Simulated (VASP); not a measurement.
Write the native input for VASP 6.6.1 that does the following.

```yaml
Task: single point
Functional: PBE
Potentials_or_basis: VASP PAW PBE potentials, release 64 (In_d, P)
Cutoff: 520 eV
k_mesh: 10 × 10 × 10
Occupations: gaussian, width 0.05 eV
Spin: no spin polarisation
Dipole_correction: no
Further_INCAR_settings: ALGO = Normal; EDIFF = 1e-06; NBANDS = 16
```

The structure of InP lies in POSCAR:

```
InP
1.0
    0.0000000000      2.7699481460      2.7699481460
    2.7699481460      0.0000000000      2.7699481460
    2.7699481460      2.7699481460      0.0000000000
In P
1 1
Direct
    0.0000000000      0.0000000000      0.0000000000
    0.5000000000      0.5000000000      0.5000000000
```

One way to write it, as run:

INCAR

```
SYSTEM = InP
PREC = Accurate
ENCUT = 520
EDIFF = 1E-6
ISMEAR = 0
SIGMA = 0.05
LREAL = .False.
LASPH = .True.
NELM = 80
ALGO = Normal
ISIF = 2
LWAVE = .False.
LCHARG = .True.
GGA = PE
LELF = .True.
LVHAR = .True.
NBANDS = 16
```

KPOINTS

```
Automatic mesh
0
Gamma
  10 10 10
  0 0 0
```

Potentials or basis: VASP PAW PBE potentials, release 64 (In_d, P).

Launch:

```console
$ cat potpaw_PBE.64/In_d/POTCAR potpaw_PBE.64/P/POTCAR > POTCAR
$ mpirun -np 1 vasp_std > vasp.out
```

It gave:

The pressure is -0.1 GPa. The band gap on the k mesh is zero (band 9 reaches 7.29 eV, above the bottom of band 10 at 4.69 eV).

Caveat: spin-orbit coupling is left out, which moves the levels of the heavy elements.

Run time: 44 s on 1 thread of Intel(R) Xeon(R) Platinum 8488C (Sapphire Rapids) (shared host), peak memory 0.18 GiB.
